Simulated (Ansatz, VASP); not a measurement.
## One calculation of BN, two programs

```
B N
1.0
     0.00000    1.81235    1.81235
     1.81235    0.00000    1.81235
     1.81235    1.81235    0.00000
B N
1 1
Direct
  0.00000 0.00000 0.00000
  0.25000 0.25000 0.25000
```

Alike in both runs: task single point; functional PBE; k mesh 12 × 12 × 12; occupations gaussian, width 0.02 eV; no spin polarisation.

```csv
,VASP,Ansatz
version,VASP 6.6.1,Ansatz 0.2.0
potentials or method,"VASP PAW PBE potentials, release 64 (B, N), cutoff 600 eV","scalar-relativistic, plane waves, PAW"
valence electrons in the cell,8,8
```

|  | VASP | Ansatz | Ansatz less VASP |
| --- | --- | --- | --- |
| gap on the k mesh at the Fermi level (eV) | 4.45 | 4.46 | +0.011 |
| least direct gap on the mesh (eV) | 8.78 | 8.79 | +0.010 |
| pressure (GPa) | 0.0 | 0.0 | +0.05 |

The functional is the same, so the differences come from potentials, cutoffs and numerics.
